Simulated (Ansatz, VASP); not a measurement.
# Two plane-wave programs on BeCdCu3

```xyz
5
Lattice="4.7270 0.0000 0.0000 -2.3635 4.0937 0.0000 0.0000 0.0000 4.7446" Properties=species:S:1:pos:R:3 pbc="T T T"
Be    0.0000    0.0000    2.3723
Cd    0.0000    0.0000    0.0000
Cu    2.3635    0.0000    2.3723
Cu    1.1817    2.0468    2.3723
Cu   -1.1817    2.0468    2.3723
```

Alike in both runs: functional PBE; k mesh 12 × 12 × 8; occupations gaussian, width 0.1 eV; no spin polarisation.

Ansatz relaxed the structure, and its values are those at the end. VASP's run is a single point on that final structure, the one shown.

|  | VASP | Ansatz |
| --- | --- | --- |
| version | VASP 6.6.1 | Ansatz 0.2.0 |
| potentials or method | VASP PAW PBE potentials, release 64 (Be, Cd, Cu), cutoff 520 eV | scalar-relativistic, plane waves, PAW |
| valence electrons in the cell | 47 | 79 |

|  | VASP | Ansatz | Ansatz less VASP |
| --- | --- | --- | --- |
| gap on the k mesh at the Fermi level (eV) | none | none | - |
| pressure (GPa) | 0.3 | 0.0 | -0.33 |

A gap of «none» marks a metal or a gap that the smearing closes. The functional is the same, so the differences come from potentials, cutoffs and numerics. VASP's potentials hold 47 valence electrons a cell and Ansatz's 79, so a difference there can come from the potentials and not from the codes.
